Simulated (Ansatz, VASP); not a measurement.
## HfSi: VASP beside Ansatz

File INCAR:

```
SYSTEM = HfSi
  ALGO = Normal
  EDIFF = 1E-6
  ENCUT = 520
  GGA = CA
  ISIF = 2
  ISMEAR = -1
  LASPH = .TRUE.
  LCHARG = .FALSE.
  LREAL = .FALSE.
  LWAVE = .FALSE.
  NBANDS = 14
  NELM = 100
  PREC = Accurate
  SIGMA = 0.08
```

Contents of KPOINTS:

```
k-points
0
G
  12 12 12
  0 0 0
```

The input POSCAR:

```
HfSi
1.0
    0.0000000000      2.4284769047      2.4284769047
    2.4284769047      0.0000000000      2.4284769047
    2.4284769047      2.4284769047      0.0000000000
Hf Si
1 1
Direct
    0.0000000000      0.0000000000      0.0000000000
    0.2500000000      0.2500000000      0.2500000000
```

Input for Ansatz:

```yaml
crystal:
  lattice:
    - [0.0, 2.4284769047, 2.4284769047]
    - [2.4284769047, 0.0, 2.4284769047]
    - [2.4284769047, 2.4284769047, 0.0]
  atoms:
    - { symbol: Hf, position: [0.0, 0.0, 0.0] }
    - { symbol: Si, position: [0.25, 0.25, 0.25] }
kpoints:
  mp_grid: { grid: [12, 12, 12] }
scf:
  occupations: { method: fermi_dirac, width: 0.08 }
hamiltonian:
  xc: lda
  pseudopotentials: { kind: all_electron, lapw: { basis_error: 0.001 } }
output:
  forces: true
  stress: true
  eigenvalues: true
  populations: true
```

Change from the starting cell: volume scaled by 0.55, LAPW.

Alike in both runs: task single point; functional LDA; k mesh 12 × 12 × 12; occupations fermi-dirac, width 0.08 eV; no spin polarisation.

|  | VASP | Ansatz |
| --- | --- | --- |
| version | VASP 6.6.1 | Ansatz 0.2.0 |
| potentials or method | VASP PAW LDA potentials, release 64 (Hf_pv, Si), cutoff 520 eV | all-electron LAPW, scalar-relativistic |

VASP gave:

```
pressure (GPa) : 114.9
```

Problem. Estimate Ansatz's values.

Solution. Pressure (GPa): 111.4.

LDA's correlation is that of Perdew and Zunger in VASP and of Perdew and Wang (1992) in Ansatz. Both programs put the cell under a high pressure, so it lies far from rest at this level. Ansatz ran all-electron here, and VASP with PAW potentials.

Neither program's run includes spin-orbit coupling. Noted on VASP's run: the cell as given lies far from equilibrium.
